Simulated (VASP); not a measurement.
Crystal: Mg.

```
CELL_PARAMETERS angstrom
3.17683 0.00000 0.00000
-1.58841 2.75121 0.00000
0.00000 0.00000 10.31886
ATOMIC_POSITIONS crystal
Mg 0.00000 0.00000 0.00000
Mg 0.33333 0.66667 0.25000
Mg 0.00000 0.00000 0.50000
Mg 0.66667 0.33333 0.75000
```

- Program: VASP 6.6.1
- Task: relaxation of cell and atoms
- Functional: PBE
- Dispersion: D3(BJ)
- Potentials or basis: VASP PAW PBE potentials, release 64 (Mg)
- Cutoff: 600 eV
- k mesh: 15 × 15 × 4
- Occupations: gaussian, width 0.1 eV
- Spin: no spin polarisation

At the start: pressure -1.4 GPa; volume 22.55 Å³/atom.

**Question.** Where does the relaxation end?

**Answer.** Over 6 steps the energy falls by 4.1 meV/atom and the volume is 21.70 Å³/atom (-3.8 %); space group P6_3/mmc (No. 194, to 0.05 Å).

The path:
```
step  energy change (eV)  largest force (eV/Å)  pressure (GPa)  volume (Å³)
   1              0.0000                0.0000           -1.41        90.19
   2             -0.0151                0.0000           -0.36        87.63
   3             -0.0162                0.0000            0.02        86.79
   4             -0.0161                0.0000            0.05        86.73
   5             -0.0163                0.0000            0.04        86.75
   6             -0.0164                0.0000            0.02        86.78
```

Final structure:
```
CELL_PARAMETERS angstrom
3.14672 0.00000 0.00000
-1.57336 2.72514 0.00000
0.00000 0.00000 10.12027
ATOMIC_POSITIONS crystal
Mg 0.00000 0.00000 0.00000
Mg 0.33333 0.66667 0.25000
Mg 0.00000 0.00000 0.50000
Mg 0.66667 0.33333 0.75000
```

Caveat: pairwise dispersion overbinds metals, which lowers pressure and volume.
